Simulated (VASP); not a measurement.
KI: single point with HSE06

The system is KI.

```xyz
2
Lattice="0.0000 3.5446 3.6123 3.5446 0.0000 3.6123 3.5446 3.5446 0.0000" Properties=species:S:1:pos:R:3 pbc="T T T"
K     0.0000    0.0000    0.0000
I     3.5446    3.5446    3.6123
```

This cell differs from its parent crystal: uniaxial z strain +1.9%.

```json
{"Program": "VASP 6.6.1", "Task": "single point", "Functional": "HSE06", "Potentials or basis": "VASP PAW PBE potentials, release 64 (K_sv, I)", "Cutoff": "520 eV", "k mesh": "4 × 4 × 4", "Occupations": "gaussian, width 0.01 eV", "Spin": "no spin polarisation"}
```

```yaml
Pressure: 0.1 GPa
Band_gap_on_the_k_mesh: 4.88 eV, direct
```

Stress tensor (GPa, compression positive):
```
 0.20  0.00  0.00
 0.00  0.20  0.00
 0.00  0.00 -0.21
```

Levels at points of the mesh, in eV from the valence-band top:
```tsv
k point	band 4	band 5	band 6	band 7	band 8	band 9	band 10	band 11	band 12	band 13
(0.00, 0.00, 0.00)	-13.01	-11.35	0.00	0.00	0.00	4.88	7.57	7.69	7.69	8.43
(0.50, 0.00, 0.00)	-13.01	-11.07	-1.32	-0.33	-0.32	6.46	8.81	9.11	9.25	10.07
(0.50, 0.50, 0.00)	-13.03	-11.20	-1.03	-0.36	-0.36	5.99	6.76	9.41	9.70	10.06
(0.50, 0.00, 0.50)	-13.03	-11.19	-1.02	-0.40	-0.37	5.98	6.77	9.45	9.78	10.07
```

Run time: 36 min on 1 thread of Intel(R) Xeon(R) Platinum 8259CL CPU @ 2.50GHz (Skylake/Cascade Lake), on a shared host, peak memory 0.37 GiB.

Caveat: the cell differs from its parent crystal (uniaxial z strain +1.9%); the PAW data sets were made with another functional, which shifts forces and pressure a little; spin-orbit coupling is left out, which moves the levels of the heavy elements.
